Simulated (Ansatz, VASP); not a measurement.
Ru: VASP beside Ansatz

The input INCAR:

```
  PREC = Accurate
  ENCUT = 520
  EDIFF = 1E-6
  ISMEAR = 0
  SIGMA = 0.15
  LREAL = F
  LASPH = T
  NELM = 60
  ALGO = Fast
  ISIF = 2
  LWAVE = F
  LCHARG = F
  NBANDS = 21
```

KPOINTS

```
Automatic mesh
0
Gamma
  21 21 10
```

File POSCAR:

```
Ru
1.0
    2.7275399786      0.0000000000      0.0000000000
   -1.3637699893      2.3621189113      0.0000000000
    0.0000000000      0.0000000000      4.2267610266
Ru
2
Direct
    0.3635604314      0.7271208628      0.2500000000
    0.6364395686      0.2728791372      0.7500000000
```

Input for Ansatz:

```yaml
crystal:
  lattice:
    - [2.7275399786, 0.0, 0.0]
    - [-1.3637699893, 2.3621189113, 0.0]
    - [0.0, 0.0, 4.2267610266]
  atoms:
    - { symbol: Ru, position: [0.3635604314, 0.7271208628, 0.25] }
    - { symbol: Ru, position: [0.6364395686, 0.2728791372, 0.75] }
basis:
  ecutwfc: 420
kpoints:
  mp_grid: { grid: [21, 21, 10] }
hamiltonian:
  xc: lda
  pseudopotentials: { kind: paw, azcp: { folder: soft_1 } }
scf:
  occupations: { method: gaussian, width: 0.15 }
output:
  forces: true
  stress: true
  eigenvalues: true
```

Change from the starting cell: mode 5 frozen in at +0.140 Å, equal normal strain along x and y +0.0200.

Alike in both runs: task single point; functional LDA; k mesh 21 × 21 × 10; occupations gaussian, width 0.15 eV; no spin polarisation.

```csv
,VASP,Ansatz
version,VASP 6.6.1,Ansatz 0.2.0
potentials or method,"VASP PAW LDA potentials, release 64 (Ru_pv), cutoff 520 eV","scalar-relativistic, plane waves, PAW"
valence electrons in the cell,28,32
```

|  | VASP | Ansatz | Ansatz less VASP |
| --- | --- | --- | --- |
| gap on the k mesh at the Fermi level (eV) | none | none | - |
| pressure (GPa) | -7.6 | -8.4 | -0.83 |
| traceless stress, the component that is largest in VASP (GPa) | 9.64 | 9.45 | -0.194 |
| rms of the force components (eV/Å) | 1.022 | 1.013 | -0.0094 |

Ansatz warns that its potentials were made for another functional, while VASP's fit it. LDA's correlation is that of Perdew and Zunger in VASP and of Perdew and Wang (1992) in Ansatz. Atom by atom the forces differ by 0.009 eV/Å (rms over components). A gap of «none» marks a metal or a gap that the smearing closes. VASP's potentials hold 28 valence electrons a cell and Ansatz's 32, so a difference there can come from the potentials and not from the codes.
